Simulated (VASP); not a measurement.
CuO (Tenorite), 4 atoms in the cell. It takes space group C2/c (No. 15, monoclinic). The conventional cell has a = 4.620 Å, b = 3.376 Å, c = 5.059 Å, α = 90.00°, β = 99.54°, γ = 90.00°. Cu (site symmetry -1) has 4 O at 1.92 to 1.93 Å within 2.6 Å. O (site symmetry 2) has 4 Cu at 1.92 to 1.93 Å and 2 O at 2.59 Å within 2.6 Å. 

| Quantity | Value |
| --- | --- |
| Program | VASP 6.6.1 |
| Task | single point |
| Functional | BLYP |
| Potentials or basis | VASP PAW PBE potentials, release 64 (Cu, O) |
| Cutoff | 520 eV |
| k mesh | 10 × 10 × 5 |
| Occupations | fermi-dirac, width 0.05 eV |
| Spin | no spin polarisation |
| Dipole correction | no |
| Further INCAR settings | ALGO = Normal; EDIFF = 1e-07; NBANDS = 25 |

Potentials or basis: VASP PAW PBE potentials, release 64 (Cu, O).

The run is started by

```sh
$ cat potpaw_PBE.64/Cu/POTCAR potpaw_PBE.64/O/POTCAR > POTCAR
$ mpirun -np 1 vasp_std > vasp.out
```

Hardware: 1 thread of Intel(R) Xeon(R) Platinum 8375C CPU @ 2.90GHz (Ice Lake) (shared host).

Problem. How long does it take, and how much memory?

Solution. Wall time 2 min on 1 thread of Intel(R) Xeon(R) Platinum 8375C CPU @ 2.90GHz (Ice Lake) (shared host), peak memory 0.24 GiB. Counts: scf iterations 16, k points 141.
